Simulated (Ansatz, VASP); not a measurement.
## AlCo in VASP and in Ansatz

Contents of INCAR:

```
ALGO = Normal
EDIFF = 1E-7
ENCUT = 520
GGA = PE
ISIF = 2
ISMEAR = -1
LASPH = True
LCHARG = True
LELF = True
LREAL = False
LVHAR = True
LWAVE = False
NBANDS = 20
NELM = 80
PREC = Accurate
SIGMA = 0.1
```

The input KPOINTS:

```
k-points
0
Gamma
  13 9 9
```

POSCAR

```
AlCo
1.0
    0.0000000000      0.0000000000      2.8528193276
    2.8528193276     -2.8528193276      0.0000000000
    2.8528193276      2.8528193276      0.0000000000
Co Al
2 2
Direct
    0.0000000000      0.0000000000      0.0000000000
    0.0000000000      0.5000000000      0.5000000000
    0.5000000000      0.5000000000      0.0000000000
    0.5000000000      0.0000000000      0.5000000000
```

Input for Ansatz:

```yaml
crystal:
  lattice:
    - [0.0, 0.0, 2.8528193276]
    - [2.8528193276, -2.8528193276, 0.0]
    - [2.8528193276, 2.8528193276, 0.0]
  atoms:
    - { symbol: Co, position: [0.0, 0.0, 0.0] }
    - { symbol: Co, position: [0.0, 0.5, 0.5] }
    - { symbol: Al, position: [0.5, 0.5, 0.0] }
    - { symbol: Al, position: [0.5, 0.0, 0.5] }
kpoints:
  mp_grid: { grid: [13, 9, 9] }
scf:
  occupations: { method: fermi_dirac, width: 0.1 }
hamiltonian:
  xc: pbe
  pseudopotentials: { kind: paw }
output:
  forces: true
  stress: true
  eigenvalues: true
```

Alike in both runs: task single point; functional PBE; k mesh 13 × 9 × 9; occupations fermi-dirac, width 0.1 eV; no spin polarisation.

```csv
,VASP,Ansatz
version,VASP 6.6.1,Ansatz 0.2.0
potentials or method,"VASP PAW PBE potentials, release 64 (Co, Al)","PAW with Ansatz's default frozen-core files, scalar-relativistic"
plane-wave cutoff (eV),520,420
valence electrons in the cell,24,40
```

Ansatz gave:

- pressure (GPa): 0.0

Question: Estimate VASP's values.

Answer: Pressure (GPa): -0.1.

VASP's potentials hold 24 valence electrons a cell and Ansatz's 40, so a difference there can come from the potentials and not from the codes.
